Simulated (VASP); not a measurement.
**LiH: single point with r2SCAN**

Crystal: LiH.

```
Li H
1.0
     0.00000    2.03675    2.03675
     2.03675    0.00000    2.03675
     2.03675    2.03675    0.00000
Li H
1 1
Direct
  0.00000 0.00000 0.00000
  0.50000 0.50000 0.50000
```

| Quantity | Value |
| --- | --- |
| Program | VASP 6.6.1 |
| Task | single point |
| Functional | r2SCAN |
| Potentials or basis | VASP PAW PBE potentials, release 64 (Li_sv, H) |
| Cutoff | 520 eV |
| k mesh | 11 × 11 × 11 |
| Occupations | tetrahedron |
| Spin | no spin polarisation |

The band gap on the k mesh is 3.80 eV.

Levels at points of the mesh, in eV from the valence-band top:
| k point | band 1 | band 2 | band 3 | band 4 | band 5 |
| --- | --- | --- | --- | --- | --- |
| (0.00, 0.00, 0.00) | -45.74 | -5.22 | 17.02 | 18.91 | 18.91 |

Wall time 6.6 min on 1 thread of Intel Xeon 8259CL, on a shared host, peak memory 0.22 GiB.

Caveat: an odd mesh through Γ misses points on the zone boundary, where band edges can lie. r2SCAN opens gaps a little over a GGA but as a rule still falls short of measured ones.
